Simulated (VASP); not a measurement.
# Cr (P-1) in VASP: notebook, part 3 of 3

VASP 6.6.1. The steps go on from the part before.

## (5) Single point, PBE, collinear spin, ferromagnetic start

File INCAR:

```
SYSTEM = Cr
ALGO     = Normal         ! electronic algorithm
EDIFF    = 1E-7           ! SCF threshold, eV
ENCUT    = 520            ! plane-wave cutoff, eV
GGA      = PE             ! functional
ISIF     = 2              ! what is computed and relaxed
ISMEAR   = -1             ! smearing method
ISPIN    = 2              ! spin polarisation
LASPH    = .True.         ! aspherical terms in the spheres
LCHARG   = .True.         ! write CHGCAR
LELF     = .True.         ! ELF
LMAXMIX  = 4              ! l up to which the mixer works
LORBIT   = 11             ! projections on sites
LREAL    = .False.        ! projectors in reciprocal space
LVHAR    = .True.       
LWAVE    = .False.        ! write WAVECAR
MAGMOM   = 4.5            ! initial moments
NBANDS   = 16             ! bands
NELM     = 150            ! most SCF steps
NUPDOWN  = 4.5            ! fixed moment
PREC     = Accurate       ! precision mode
SIGMA    = 0.05           ! smearing width, eV
```

File KPOINTS:

```
k-points
0
Gamma
  11 11 11
  0 0 0
```

File POSCAR:

```
Cr
1.0
   -1.4943366600      1.5452007300      1.3932153400
    1.5696721600     -1.4509560800      1.3743061900
    1.4063430800      1.3629625000     -1.2989706900
Cr
1
Direct
    0.0000000000      0.0000000000      0.0000000000
```

Potentials or basis: VASP PAW PBE potentials, release 64 (Cr_pv).

Command:

```console
cat potpaw_PBE.64/Cr_pv/POTCAR > POTCAR
mpirun -np 1 vasp_std > vasp.out
```

OUTCAR:

```text
SYSTEM = Cr
   EDIFF = 1E-7
   ENCUT = 520
   GGA = PE
   ISIF = 2
   ISMEAR = -1
   ISPIN = 2
   LASPH = .True.
   LORBIT = 11
   LREAL = .False.
   NELM = 150
   NUPDOWN = 4.5
   PREC = Accurate

 ion  position               nearest neighbor table
   1  0.000  0.000  0.000-

  LATTYP: Found a triclinic cell.
 ALAT       =     2.3500622308
 B/A-ratio  =     1.6857825924
 C/A-ratio  =     1.0828196781
 COS(alpha) =     0.0078069446
 COS(beta)  =     0.3615709875
 COS(gamma) =     0.7870954603

  Lattice vectors:

 A1 = (  -1.4063430800,  -1.3629625000,   1.2989706900)
 A2 = (  -2.9006797400,   0.1822382300,   2.6921860300)
 A3 = (  -1.4816785800,  -1.4572071500,  -1.4685508400)

Analysis of symmetry for initial positions (statically):
=====================================================================
 Subroutine PRICEL returns:
 Original cell was already a primitive cell.

 Routine SETGRP: Setting up the symmetry group for a
 triclinic supercell.

 Subroutine GETGRP returns: Found  2 space group operations
 (whereof  2 operations were pure point group operations)
 out of a pool of  2 trial point group operations.

The static configuration has the point symmetry S_2 .

Analysis of symmetry for dynamics (positions and initial velocities):
=====================================================================
 Subroutine PRICEL returns:
 Original cell was already a primitive cell.

 Routine SETGRP: Setting up the symmetry group for a
 triclinic supercell.

 Subroutine GETGRP returns: Found  2 space group operations
 (whereof  2 operations were pure point group operations)
 out of a pool of  2 trial point group operations.

The dynamic configuration has the point symmetry S_2 .

Analysis of structural, dynamic, and magnetic symmetry:
=====================================================================
 Subroutine PRICEL returns:
 Original cell was already a primitive cell.

 Routine SETGRP: Setting up the symmetry group for a
 triclinic supercell.

 Subroutine GETGRP returns: Found  2 space group operations
 (whereof  2 operations were pure point group operations)
 out of a pool of  2 trial point group operations.

The overall configuration has the point symmetry S_2 .

 Subroutine INISYM returns: Found  2 space group operations
 (whereof  2 operations are pure point group operations),
 and found     1 'primitive' translations

----------------------------------------------------------------------------------------

                                     Primitive cell

  volume of cell :      11.9433

  direct lattice vectors                    reciprocal lattice vectors
    -1.494336660  1.545200730  1.393215340     0.000973068  0.332547216  0.349983148
     1.569672160 -1.450956080  1.374306190     0.327051789 -0.001527154  0.352483370
     1.406343080  1.362962500 -1.298970690     0.347063252  0.355058900 -0.021538617

  length of vectors
     2.561588635  2.541232327  2.350062231     0.482780283  0.480842730  0.496974481

  position of ions in fractional coordinates (direct lattice)
     0.000000000  0.000000000  0.000000000
[... 35 lines left out ...]
  0.181818 -0.000000  0.000000      2.000000
  0.272727  0.000000 -0.000000      2.000000
  0.363636  0.000000 -0.000000      2.000000
  0.454545 -0.000000  0.000000      2.000000
[... 16 lines left out ...]
  0.454545  0.181818  0.000000      2.000000
 -0.454545  0.181818 -0.000000      2.000000
 [... further k-points ...]
   k-points           NKPTS =    666   k-points in BZ     NKDIM =    666   number of bands    NBANDS=     16
   number of dos      NEDOS =    301   number of ions     NIONS =      1
   total plane-waves  NPLWV =   7200
   dimension x,y,z NGX =    20 NGY =   20 NGZ =   18
   dimension x,y,z NGXF=    40 NGYF=   40 NGZF=   36
   ions per type =               1
   NGX,Y,Z   is equivalent  to a cutoff of  12.98, 13.08, 12.73 a.u.
   NGXF,Y,Z  is equivalent  to a cutoff of  25.96, 26.17, 25.47 a.u.
 SYSTEM =  Cr
   PREC   = accura    normal or accurate (medium, high low for compatibility)
   ISTART =      0    job   : 0-new  1-cont  2-samecut
   ICHARG =      2    charge: 1-file 2-atom 10-const
   ISPIN  =      2    spin polarized calculation?
   LNONCOLLINEAR =      F non collinear calculations
   LSORBIT =      F    spin-orbit coupling
   LASPH  =      T    aspherical Exc in radial PAW
   ENCUT  =  520.0 eV  38.22 Ry    6.18 a.u.   4.76  4.73  4.37*2*pi/ulx,y,z
   NELM   =    150;   NELMIN=  2; NELMDL= -5     # of ELM steps
   EDIFF  = 0.1E-06   stopping-criterion for ELM
   LREAL  =      F    real-space projection
   EDIFFG = 0.1E-05   stopping-criterion for IOM
   NSW    =      0    number of steps for IOM
   IBRION =     -1    ionic relax: 0-MD 1-quasi-New 2-CG
   NFREE  =      0    steps in history (QN), initial steepest desc. (CG)
   ISIF   =      2    stress and relaxation
   ISYM   =      2    0-nonsym 1-usesym 2-fastsym
   POTIM  = 0.5000    time-step for ionic-motion
   TEBEG  =    0.0;   TEEND  =   0.0 temperature during run
   PSTRESS=    0.0 pullay stress
   NELECT =      12.0000    total number of electrons
   NUPDOWN=       4.5000    fix difference up-down
   EMIN   =  10.00;   EMAX   =-10.00  energy-range for DOS
   EFERMI =   0.00;   METHOD = LEGACY
   ISMEAR =    -1;   SIGMA  =   0.05  broadening in eV -4-tet -1-fermi 0-gaus
   EFERMI_NEDOS =   21; number of points for ismear=-14 and -15
   IALGO  =     38    algorithm
   IMIX   =      4    mixing-type and parameters
     AMIX     =   0.40;   BMIX     =  1.00
     AMIX_MAG =   1.60;   BMIX_MAG =  1.00
  volume/ion in A,a.u.               =      11.94        80.60
  Fermi-wavevector in a.u.,A,eV,Ry     =   1.639686  3.098557 36.580224  2.688571
  Thomas-Fermi vector in A             =   2.730450
   LORBIT       =     11    0 simple, 1 ext, 2 COOP (PROOUT), +10 PAW based schemes
   GGA     = PE    functional components
   LHFCALC =     F    Hartree Fock is set to
   AEXX    =    0.0000 exact exchange contribution
   IVDW    =     0    specifies the selected vdW correction
   LEPSILON=     F    determine dielectric tensor
   LRPA    =     F    only Hartree local field effects (RPA)
 spin polarized calculation
  energy-cutoff  :      520.00
  volume of cell :       11.94
 maximum number of plane-waves:       331
   NGX =  9   NGY =  9   NGZ =  9

 number of electron      12.0000000 magnetization       4.5000000

 Free energy of the ion-electron system (eV)
  ---------------------------------------------------
  ext. energy  EPLUGINS =         0.00000000
  ---------------------------------------------------
  free energy    TOTEN  =        -5.93589199 eV

  energy without entropy =       -5.92900226  energy(sigma->0) =       -5.93244713

 E-fermi :   9.6635     XC(G=0): -13.0835

 val. band max:       13.1942184004   @ k =   0.4545  -0.1818   0.1818
 cond. band min:       9.6635413073   @ k =  -0.3636   0.4545   0.3636
 fundamental gap:     -3.5306770931
 Fermi energy:        13.1976128078

 spin component 1

 k-point     1 :       0.0000    0.0000    0.0000
  band No.  band energies     occupation
      1     -31.7385      1.00000
      2     -31.7145      1.00000
      3     -31.5765      1.00000
      4       1.8077      1.00000
      5       8.8415      1.00000
      6       9.7891      1.00000
[... 435 lines left out ...]
      5       7.8186      1.00000
      6       8.4428      1.00000
[... 8 lines left out ...]
     15      40.8665      0.00000
     16      41.6641      0.00000

 [... further k-points ...]

 spin component 2

 k-point     1 :       0.0000    0.0000    0.0000
  band No.  band energies     occupation
      1     -27.9204      1.00000
      2     -27.9090      1.00000
      3     -27.7861      1.00000
      4       4.3347      1.00000
      5      12.4766      0.00000
      6      13.3593      0.00000
[... 435 lines left out ...]
      5      11.1535      0.00000
      6      11.6240      0.00000
[... 8 lines left out ...]
     15      43.4319      0.00000
     16      44.3001      0.00000

 [... further k-points ...]
[... 5 lines left out ...]
  --------------------------------------------------------------------------------------
  -------------------------------------------------------------------------------------
  Total        8.2089176      8.0147796      8.0370158      1.2942427     -1.1191625     -1.0329700
  in kB     1101.2169915   1075.1736061   1078.1565616    173.6211958   -150.1343764   -138.5717569
  external PRESSURE =    1084.8490531 kB  Pullay stress =       0.0000000 kB

 VOLUME and BASIS-vectors are now :
 -----------------------------------------------------------------------------
  energy-cutoff  :      520.00
  volume of cell :       11.94
      direct lattice vectors                 reciprocal lattice vectors
    -1.494336660  1.545200730  1.393215340     0.000973068  0.332547216  0.349983148
     1.569672160 -1.450956080  1.374306190     0.327051789 -0.001527154  0.352483370
     1.406343080  1.362962500 -1.298970690     0.347063252  0.355058900 -0.021538617

 POSITION                                       TOTAL-FORCE (eV/Angst)
 -----------------------------------------------------------------------------------
      0.00000      0.00000      0.00000        -0.000000      0.000000     -0.000000
 -----------------------------------------------------------------------------------
    total drift:                                0.000000     -0.000000      0.000000

  FREE ENERGIE OF THE ION-ELECTRON SYSTEM (eV)
  ---------------------------------------------------
  free  energy   TOTEN  =        -5.9358919911 eV

  energy  without entropy=       -5.9290022635  energy(sigma->0) =       -5.93244713

 total charge

# of ion       s       p       d       tot
------------------------------------------
    1        0.415   6.335   4.373  11.123

 magnetization (x)

# of ion       s       p       d       tot
------------------------------------------
    1        0.045   0.224   3.840   4.109
```

Run time: 2.3 min. Hardware: 1 thread of Intel Xeon Platinum 8488C (Sapphire Rapids), shared host; peak memory 0.28 GiB.

Results:

- Free energy: -5.9359 eV
- Pressure: 108.5 GPa
- Net moment: 4.50 μB per cell
- Site moments: Cr +4.11 μB
- Valence electrons inside the program's atomic spheres: Cr 11.12

Caveat: the total moment is fixed, so each spin has its own Fermi level.

## (6) Overview

```tsv
fixed moment (μB)	pressure (GPa)	moment (μB)
3.0	49.9	3.00
3.8	78.6	3.80
4.5	108.5	4.50
```

Alike in all rows: task single point; level PBE; potentials or basis VASP PAW PBE potentials, release 64 (Cr_pv); spin collinear, ferromagnetic start; cell as given; k mesh 11 × 11 × 11; cutoff (eV) 520; smearing fermi-dirac 0.05 eV.

Caveats: the total moment is fixed, so each spin has its own Fermi level.

Total energies depend on the potentials used, so only differences within one code and one set of settings carry meaning.
